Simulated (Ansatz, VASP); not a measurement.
## One calculation of SiC, two programs

```
Si C
1.0
     0.00000    2.17900    2.17900
     2.17900    0.00000    2.17900
     2.17900    2.17900    0.00000
Si C
1 1
Direct
  0.99082 0.00918 0.00918
  0.25000 0.25000 0.25000
```

Alike in both runs: task single point; functional PBE; k mesh 4 × 4 × 4; no spin polarisation.

|  | VASP | Ansatz |
| --- | --- | --- |
| version | VASP 6.6.1 | Ansatz 0.2 development build |
| potentials or method | VASP PAW PBE potentials, release 64 (Si, C), cutoff 600 eV | all-electron full-potential LAPW, scalar-relativistic |
| occupations | gaussian, width 0.01 eV | fixed |

```tsv
	VASP	Ansatz	Ansatz less VASP
gap on the k mesh at the Fermi level (eV)	1.12	1.12	+0.001
pressure (GPa)	3.7	3.9	+0.20
traceless stress, the component that is largest in VASP (GPa)	2.40	2.40	-0.002
rms of the force components (eV/Å)	0.446	0.445	-0.0003
```

Atom by atom the forces differ by 0.000 eV/Å (rms over components). Ansatz ran all-electron here, and VASP with PAW potentials.

The k mesh is coarse, so the values compare programs but aren't converged.
